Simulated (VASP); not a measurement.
Here is a VASP 6.6.1 calculation.

The input INCAR:

```
SYSTEM = B3C
  PREC = Accurate
  ENCUT = 520
  EDIFF = 1E-6
  ISMEAR = 0
  SIGMA = 0.1
  LREAL = .FALSE.
  LASPH = .TRUE.
  NELM = 60
  ALGO = Normal
  ISIF = 2
  LWAVE = .FALSE.
  LCHARG = .FALSE.
  GGA = PE
  NBANDS = 23
```

File KPOINTS:

```
Automatic mesh
0
G
  12 12 10
  0 0 0
```

File POSCAR:

```
B3C
1.0
    3.3743210539      0.0000000000      0.0000000000
   -1.6871605269      2.9222477532      0.0000000000
    0.0000000000      0.0000000000      5.2615237575
B C
6 2
Direct
    0.3362783976      0.3362783976      0.2500000000
    0.0000000000      0.3362783976      0.7500000000
    0.6637216024      0.0000000000      0.2500000000
    0.6637216024      0.6637216024      0.7500000000
    0.0000000000      0.6637216024      0.2500000000
    0.3362783976      0.0000000000      0.7500000000
    0.0000000000      0.0000000000      0.0000000000
    0.0000000000      0.0000000000      0.5000000000
```

Potentials or basis: VASP PAW PBE potentials, release 64 (B, C).

The run is started by

```sh
$ cat potpaw_PBE.64/B/POTCAR potpaw_PBE.64/C/POTCAR > POTCAR
$ mpirun -np 1 vasp_std > vasp.out
```

Task: Predict the pressure.

Result: 0.0 GPa.

Task: Estimate the band gap on the k mesh.

Result: Zero (band 13 reaches 11.31 eV, above the bottom of band 14 at 6.82 eV).

Task: What does it give for the largest force?

Result: 0.004 eV/Å.

Stress tensor (GPa, compression positive):
```
-0.04  0.00  0.00
 0.00 -0.04  0.00
 0.00  0.00  0.13
```
